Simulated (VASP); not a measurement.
Runs of VASP 6.6.1 on Ba. The structure is that of space group Fm-3m (No. 225), or close to it. The cells are those of the table. 

```csv
task,cell,k mesh for the DOS,occupations for the DOS,gap on the mesh (eV),pressure (GPa)
single point,"a = 3.570 Å, angles 60.0°, 1 atom",-,-,none,(a)
single point,"a = 3.775 Å, angles 60.0°, 1 atom",-,-,none,(b)
single point,"a = 3.211 Å, angles 60.0°, 1 atom",-,-,none,35.7
single point,"a = 4.128 Å, angles 60.0°, 1 atom",-,-,none,1.8
single point,"a = 3.959 Å, angles 60.0°, 1 atom",-,-,none,3.6
```

Alike in all rows: level PBEsol; potentials or basis VASP PAW PBE potentials, release 64 (Ba_sv); no spin polarisation; k mesh 12 × 12 × 12; cutoff (eV) 520; smearing fermi-dirac 0.08 eV.

Task: Fill in the values left out.

Result: (a) 11.7; (b) 6.4.

Caveats: the PAW data sets were made with another functional, which shifts forces and pressure a little; spin-orbit coupling is left out, which moves the levels of the heavy elements.

A k mesh can miss the band edges, and the runs leave out spin-orbit coupling on Ba.

A gap of «none» marks levels without a gap at the run's occupations.
